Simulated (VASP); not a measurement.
F:

```
CELL_PARAMETERS angstrom
2.90787 -1.67631 -0.12629
2.90787 1.67631 -0.12629
-1.96062 0.00000 7.03948
ATOMIC_POSITIONS crystal
F 0.07798 0.07798 0.09491
F 0.92202 0.92202 0.90509
F 0.49951 0.49951 0.59579
F 0.50049 0.50049 0.40421
```

This cell differs from its parent crystal: volume scaled by 0.97.

* Program: VASP 6.6.1
* Task: relaxation of shape and atoms at fixed volume
* Functional: PBE
* Dispersion: D3(BJ)
* Potentials or basis: VASP PAW PBE potentials, release 64 (F)
* Cutoff: 600 eV
* k mesh: 8 × 8 × 4
* Occupations: gaussian, width 0.02 eV
* Spin: no spin polarisation

At the start: pressure 1.6 GPa; volume 16.95 Å³/atom.

Problem. Where does the relaxation end?

Solution. Over 4 steps the energy falls by 5.3 meV/atom; space group C2/m (No. 12, to 0.05 Å).

Step by step:
```
step  energy change (eV)  largest force (eV/Å)  pressure (GPa)  volume (Å³)
   1              0.0000                0.8892            1.64        67.80
   2              0.1697                2.1202           -5.45        67.80
   3             -0.0212                0.0321           -0.39        67.80
   4             -0.0212                0.0055           -0.35        67.80
```

Final structure:
```
F
1.0
     2.90359   -1.67255   -0.12596
     2.90359    1.67255   -0.12596
    -1.95582    0.00000    7.06511
F
4
Direct
  0.07907 0.07907 0.09628
  0.92093 0.92093 0.90372
  0.49954 0.49954 0.59718
  0.50046 0.50046 0.40282
```

Caveat: the cell differs from its parent crystal (volume scaled by 0.97).
